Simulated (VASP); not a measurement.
## C: single point with PBE

Crystal: C.

```xyz
1
Lattice="0.0000 1.5412 1.5412 1.5412 0.0000 1.5412 1.5412 1.5412 0.0000" Properties=species:S:1:pos:R:3 pbc="T T T"
C     0.0000    0.0000    0.0000
```

```yaml
Program: VASP 6.6.1
Task: single point
Functional: PBE
Potentials_or_basis: VASP PAW PBE potentials, release 64 (C)
Cutoff: 520 eV
k_mesh: 20 × 20 × 20
Occupations: fermi-dirac, width 0.1 eV
Spin: no spin polarisation
```

| Property | Result |
| --- | --- |
| Pressure | 0.0 GPa |
| Band gap on the k mesh | zero (band 2 reaches 15.53 eV, above the bottom of band 3 at 4.10 eV) |

Levels at points of the mesh, in eV from the Fermi level:
```
           k point  band 1  band 2  band 3  band 4  band 5  band 6  band 7
(0.00, 0.00, 0.00)  -18.69    7.98    7.98    7.98   30.01   30.01   30.01
(0.50, 0.00, 0.00)   -9.39   -8.57    6.27    6.27   24.62   27.46   27.46
(0.50, 0.50, 0.00)   -6.69   -5.50    2.29    2.29   14.77   16.33   37.22
```

It took 5.4 s on 1 thread of Intel(R) Xeon(R) Platinum 8259CL CPU @ 2.50GHz (Skylake/Cascade Lake), with other jobs on the host, peak memory 0.11 GiB.
